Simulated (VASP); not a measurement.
Set up this calculation in VASP 6.6.1, as the native input.

```
Task                   : single point
Functional             : PBE
Potentials or basis    : VASP PAW PBE potentials, release 64 (Zr_sv, B)
Cutoff                 : 520 eV
k mesh                 : 6 × 6 × 2
Occupations            : gaussian, width 0.2 eV
Spin                   : no spin polarisation
Dipole correction      : no
Further INCAR settings : ALGO = Normal; EDIFF = 1e-06; NBANDS = 44
```

The structure of Zr2B3 lies in POSCAR:

```
Zr2B3
1.0
    4.7371382592     -0.0348794784     -0.2401396001
   -2.4426695054      2.3846941361     -0.0312521077
   -0.6244381074     -0.5051340893     10.3760408626
Zr B
4 6
Direct
    0.5159185215      0.0492049473      0.2652887767
    0.7843969138      0.3176472430      0.8025186145
    0.1506900436      0.6839764464      0.5349833015
    0.3819966830      0.4155474693     -0.0026509437
    0.0609664584      1.0942494423      0.3545755465
    0.2416659000      1.2748408505      0.7171583216
   -0.0284777212      1.0047242445      0.1767403326
   -0.3040476573      0.7292545189      0.6245802030
    0.6060836163      0.6394251290      0.4456939293
    0.9241405752      0.4577963755      0.0811119180
```

The input as run:

INCAR

```
SYSTEM = Zr2B3
PREC     = Accurate       ! precision mode
ENCUT    = 520            ! plane-wave cutoff, eV
EDIFF    = 1E-6           ! SCF threshold, eV
ISMEAR   = 0              ! smearing method
SIGMA    = 0.2            ! smearing width, eV
LREAL    = .False.        ! projectors in reciprocal space
LASPH    = .True.         ! aspherical terms in the spheres
NELM     = 60             ! most SCF steps
ALGO     = Normal         ! electronic algorithm
ISIF     = 2              ! what is computed and relaxed
LWAVE    = .False.        ! write WAVECAR
LCHARG   = .False.        ! write CHGCAR
GGA      = PE             ! functional
NBANDS   = 44             ! bands
```

KPOINTS

```
regular mesh
0
Gamma
  6 6 2
  0 0 0
```

Potentials or basis: VASP PAW PBE potentials, release 64 (Zr_sv, B).

The run is started by

```console
$ cat potpaw_PBE.64/Zr_sv/POTCAR potpaw_PBE.64/B/POTCAR > POTCAR
$ mpirun -np 1 vasp_std > vasp.out
```

Results of the run:

```
Pressure               : 0.1 GPa
Largest force          : 0.016 eV/Å
Band gap on the k mesh : zero (band 33 reaches 10.27 eV, above the bottom of band 34 at 9.42 eV)
```

Caveat: the k points lie up to 0.44 Å⁻¹ apart.

Wall time 4.3 min on 1 thread of AMD EPYC 7R43 64-Core Processor (Zen 3) (shared host), peak memory 0.31 GiB.
